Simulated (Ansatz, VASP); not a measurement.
# Ti in VASP and in Ansatz

```
Ti
1.0
     2.90044    0.00000    0.00000
    -1.45022    2.51185    0.00000
     0.00000    0.00000    4.59099
Ti
2
Cartesian
  0.0000 1.6746 1.1477
  1.4502 0.8373 3.4432
```

Alike in both runs: task single point; functional PBEsol; k mesh 12 × 12 × 8; occupations gaussian, width 0.15 eV; no spin polarisation.

|  | VASP | Ansatz |
| --- | --- | --- |
| version | VASP 6.6.1 | Ansatz 0.2.0 |
| potentials or method | VASP PAW PBE potentials, release 64 (Ti_sv), cutoff 520 eV | scalar-relativistic, plane waves, PAW |
| valence electrons in the cell | 24 | 24 |

|  | VASP | Ansatz | Ansatz less VASP |
| --- | --- | --- | --- |
| gap on the k mesh at the Fermi level (eV) | none | none | - |
| pressure (GPa) | -0.3 | 0.1 | +0.33 |
| traceless stress, the component that is largest in VASP (GPa) | 0.08 | 0.07 | -0.004 |

VASP's potentials were made for PBE, not for PBEsol. A gap of «none» marks a metal or a gap that the smearing closes. With one functional, cell and mesh, what is left measures potentials, basis and numerics.
